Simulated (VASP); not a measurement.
Here is a VASP 6.6.1 calculation.

POSCAR

```
HfGe
1.0
    3.3310371657      0.0000000000      0.0000000000
    0.0000000000      3.3310371657      0.0000000000
    0.0000000000      0.0000000000      3.3310371657
Hf Ge
1 1
Direct
    0.0000000000      0.0000000000      0.0000000000
    0.5000000000      0.5000000000      0.5000000000
```

Contents of INCAR.step1:

```
SYSTEM = HfGe
PREC     = Accurate       ! precision mode
ENCUT    = 520            ! plane-wave cutoff, eV
EDIFF    = 1E-5           ! SCF threshold, eV
ISMEAR   = -1             ! smearing method
SIGMA    = 0.05           ! smearing width, eV
LREAL    = .False.        ! projectors in reciprocal space
LASPH    = .True.         ! aspherical terms in the spheres
NELM     = 60             ! most SCF steps
ALGO     = Normal         ! electronic algorithm
ISIF     = 2              ! what is computed and relaxed
LWAVE    = .True.         ! write WAVECAR
NBANDS   = 19             ! bands
GGA      = PE             ! functional
```

INCAR.step2

```
SYSTEM = HfGe
PREC     = Accurate       ! precision mode
ENCUT    = 520            ! plane-wave cutoff, eV
EDIFF    = 1E-6           ! SCF threshold, eV
ISMEAR   = -1             ! smearing method
SIGMA    = 0.05           ! smearing width, eV
LREAL    = .False.        ! projectors in reciprocal space
LASPH    = .True.         ! aspherical terms in the spheres
NELM     = 60             ! most SCF steps
ALGO     = Normal         ! electronic algorithm
ISIF     = 2              ! what is computed and relaxed
LWAVE    = .False.        ! write WAVECAR
LCHARG   = .True.         ! write CHGCAR
GGA      = PS             ! functional
LHFCALC  = .True.         ! exact exchange
AEXX     = 0.25           ! exact-exchange fraction
PRECFOCK = Normal       
LELF     = .True.         ! ELF
LVHAR    = .True.       
NBANDS   = 19             ! bands
ISTART   = 1
```

KPOINTS

```
Automatic mesh
0
Gamma
  4 4 4
  0 0 0
```

Potentials or basis: VASP PAW PBE potentials, release 64 (Hf_pv, Ge_d).

The run is started by

```sh
$ cat potpaw_PBE.64/Hf_pv/POTCAR potpaw_PBE.64/Ge_d/POTCAR > POTCAR
$ cp INCAR.step1 INCAR
$ mpirun -np 1 vasp_std > vasp.out
$ cp INCAR.step2 INCAR
$ mpirun -np 1 vasp_std > vasp.out
```

(1) Estimate the band gap on the k mesh.

(2) Predict the pressure.

Results:

(1) zero (bands 12 and 13 overlap by 3.25 eV).

(2) -1.9 GPa.

Caveat: the k points lie up to 0.47 Å⁻¹ apart, too coarse for converged energies and pressures of a metal; the PAW data sets were made with another functional, which shifts forces and pressure a little; spin-orbit coupling is left out, which moves the levels of the heavy elements.
